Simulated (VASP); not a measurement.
# TePb (Fm-3m) in VASP: vibrations by perturbation theory with PBE

Aim: the vibrations by perturbation theory of TePb with PBE.

Program: VASP 6.6.1. These are calculated values, not measurements. Logs are shortened: lines on timing, memory, paths and dates and some standing lists are left out, and cuts for length are marked.

### 1 The cell of the first run

The structure is cubic, space group Fm-3m (No. 225). The conventional cell has a = 6.460 Å, b = 6.460 Å, c = 6.460 Å, α = 90.00°, β = 90.00°, γ = 90.00°. Within 4.2 Å of Pb (site symmetry m-3m) lie 6 Te at 3.23 Å. Te (site symmetry m-3m) has 6 Pb at 3.23 Å within 4.2 Å.

### 2 Vibrations by perturbation theory, PBE

INCAR reads:

```
SYSTEM = TePb
PREC     = Accurate       ! precision mode
ENCUT    = 500            ! plane-wave cutoff, eV
EDIFF    = 1E-8           ! SCF threshold, eV
ISMEAR   = 0              ! smearing method
SIGMA    = 0.01           ! smearing width, eV
LREAL    = .False.        ! projectors in reciprocal space
LASPH    = .True.         ! aspherical terms in the spheres
NELM     = 120            ! most SCF steps
ALGO     = Normal         ! electronic algorithm
ISIF     = 2              ! what is computed and relaxed
LWAVE    = .False.        ! write WAVECAR
LCHARG   = .True.         ! write CHGCAR
GGA      = PE             ! functional
NBANDS   = 17             ! bands
IBRION   = 8              ! ionic algorithm
NSW      = 1              ! ionic steps
GGA_COMPAT= .False.
```

KPOINTS reads:

```
regular mesh
0
Gamma
  8 8 8
  0 0 0
```

POSCAR reads:

```
TePb
1.0
    0.0000000000      3.2300000000      3.2300000000
    3.2300000000      0.0000000000      3.2300000000
    3.2300000000      3.2300000000      0.0000000000
Pb Te
1 1
Direct
    0.0000000000      0.0000000000      0.0000000000
    0.5000000000      0.5000000000      0.5000000000
```

Potentials or basis: VASP PAW PBE potentials, release 64 (Pb_d, Te).

Command:

```
cat potpaw_PBE.64/Pb_d/POTCAR potpaw_PBE.64/Te/POTCAR > POTCAR
mpirun -np 1 vasp_std > vasp.out
```

OUTCAR:

```text
SYSTEM = TePb
   PREC = Accurate
   ENCUT = 500
   EDIFF = 1E-8
   ISMEAR = 0
   LREAL = .False.
   LASPH = .True.
   NELM = 120
   ISIF = 2
   GGA = PE
   IBRION = 8
   NSW = 1

 ion  position               nearest neighbor table
   1  0.000  0.000  0.000-   2 3.23   2 3.23   2 3.23   2 3.23   2 3.23   2 3.23
   2  0.500  0.500  0.500-   1 3.23   1 3.23   1 3.23   1 3.23   1 3.23   1 3.23

  LATTYP: Found a face centered cubic cell.
 ALAT       =     6.4600000000

  Lattice vectors:

 A1 = (   0.0000000000,   3.2300000000,   3.2300000000)
 A2 = (   3.2300000000,   0.0000000000,   3.2300000000)
 A3 = (   3.2300000000,   3.2300000000,   0.0000000000)

Analysis of symmetry for initial positions (statically):
=====================================================================
 Subroutine PRICEL returns:
 Original cell was already a primitive cell.

 Routine SETGRP: Setting up the symmetry group for a
 face centered cubic supercell.

 Subroutine GETGRP returns: Found 48 space group operations
 (whereof 48 operations were pure point group operations)
 out of a pool of 48 trial point group operations.

The static configuration has the point symmetry O_h .

Analysis of symmetry for dynamics (positions and initial velocities):
=====================================================================
 Subroutine PRICEL returns:
 Original cell was already a primitive cell.

 Routine SETGRP: Setting up the symmetry group for a
 face centered cubic supercell.

 Subroutine GETGRP returns: Found 48 space group operations
 (whereof 48 operations were pure point group operations)
 out of a pool of 48 trial point group operations.

The dynamic configuration has the point symmetry O_h .

[... 644 lines left out ...]
  Total        0.9015689      0.9015689      0.9015689      0.0000000      0.0000000     -0.0000000
  in kB       21.4324559     21.4324559     21.4324559      0.0000000      0.0000000     -0.0000000
  external PRESSURE =      21.4324559 kB  Pullay stress =       0.0000000 kB

 VOLUME and BASIS-vectors are now :
 -----------------------------------------------------------------------------
  energy-cutoff  :      500.00
  volume of cell :       67.40
      direct lattice vectors                 reciprocal lattice vectors
     0.000000000  3.230000000  3.230000000    -0.154798762  0.154798762  0.154798762
     3.230000000  0.000000000  3.230000000     0.154798762 -0.154798762  0.154798762
     3.230000000  3.230000000  0.000000000     0.154798762  0.154798762 -0.154798762

 POSITION                                       TOTAL-FORCE (eV/Angst)
 -----------------------------------------------------------------------------------
      0.00000      0.00000      0.00000         0.000000      0.000000     -0.000000
      3.23000      3.23000      3.23000         0.000000      0.000000      0.000000
 -----------------------------------------------------------------------------------
    total drift:                               -0.000000      0.000000      0.000000

  FREE ENERGIE OF THE ION-ELECTRON SYSTEM (eV)
  ---------------------------------------------------
  free  energy   TOTEN  =        -7.5004388236 eV

  energy  without entropy=       -7.5004388236  energy(sigma->0) =       -7.50043882

[... ionic steps 2 to 3 ...]

--------------------------------------- Ionic step        4  -------------------------------------------

------------------------ aborting loop because EDIFF is reached ----------------------------------------

[... ionic steps 5 to 6 ...]

--------------------------------------- Ionic step        7  -------------------------------------------

 Free energy of the ion-electron system (eV)
  ---------------------------------------------------
  ---------------------------------------------------
  free energy    TOTEN  =        -0.04925909 eV

  energy without entropy =       -0.04925909

------------------------ aborting loop because EDIFF is reached ----------------------------------------

 INTERNAL STRAIN TENSOR  FOR ION    2  DIRECTION 1   (eV/Angst):
 -----------------------------------------------------------------------------
    -0.00234  0.00000  0.00000
    -0.00000  0.00877  0.00000
     0.00000  0.00000  0.00877

 INTERNAL STRAIN TENSOR FOR ION    2 for displacements in x,y,z  (eV/Angst):
          X           Y           Z          XY          YZ          ZX
  --------------------------------------------------------------------------------
  x     0.00000     0.00000     0.00000     0.00000     0.00000     0.00000
  y     0.00000     0.00000     0.00000     0.00000     0.00000     0.00000
  z     0.00000     0.00000     0.00000     0.00000     0.00000     0.00000

 SECOND DERIVATIVES (NOT SYMMETRIZED)
 ------------------------------------
               1X          1Y          1Z          2X          2Y          2Z
  1X    -0.643116    0.000000    0.000000    0.643116    0.000000    0.000000
  1Y     0.000000   -0.643116    0.000000    0.000000    0.643116    0.000000
  1Z     0.000000    0.000000   -0.643116    0.000000    0.000000    0.643116
  2X     0.629757    0.000000    0.000000   -0.629757    0.000000    0.000000
  2Y     0.000000    0.629757    0.000000    0.000000   -0.629757    0.000000
  2Z     0.000000    0.000000    0.629757    0.000000    0.000000   -0.629757

 Eigenvectors and eigenvalues of the dynamical matrix
 ----------------------------------------------------

   1 f  =    1.401729 THz     8.807322 2PiTHz   46.756639 cm-1     5.797082 meV
             X         Y         Z           dx          dy          dz
      0.000000  0.000000  0.000000     0.000000    0.621363    0.000000
      3.230000  3.230000  3.230000     0.000000   -0.783523    0.000000
[... 21 lines left out ...]
   6 f/i=    0.007162 THz     0.045001 2PiTHz    0.238902 cm-1     0.029620 meV
             X         Y         Z           dx          dy          dz
      0.000000  0.000000  0.000000     0.000000    0.000000    0.783523
      3.230000  3.230000  3.230000     0.000000    0.000000    0.621363

--------------------------------------------------------------------------------------------------------

 ELASTIC MODULI CONTR FROM IONIC RELAXATION (kBar)
 Direction    XX          YY          ZZ          XY          YZ          ZX
 --------------------------------------------------------------------------------
 XX           0.0000      0.0000      0.0000      0.0000      0.0000      0.0000
 YY           0.0000      0.0000      0.0000      0.0000      0.0000      0.0000
 ZZ           0.0000      0.0000      0.0000      0.0000      0.0000      0.0000
 XY           0.0000      0.0000      0.0000      0.0000      0.0000      0.0000
 YZ           0.0000      0.0000      0.0000      0.0000      0.0000      0.0000
 ZX           0.0000      0.0000      0.0000      0.0000      0.0000      0.0000
 --------------------------------------------------------------------------------
```

It took 12 min on 1 thread of Intel Xeon 8259CL, shared host; peak memory 0.35 GiB.

What came out:

```
Highest phonon frequency at Γ, LO-TO splitting left out : 47 cm⁻¹
```

Phonon frequencies in cm⁻¹ (negative: imaginary):
```csv
q point,frequencies
"(0.000, 0.000, 0.000)",0 0 0 47 47 47
```

Caveat: the cell stands under pressure or tension, which shifts response properties; spin-orbit coupling is left out, which moves the levels of the heavy elements.
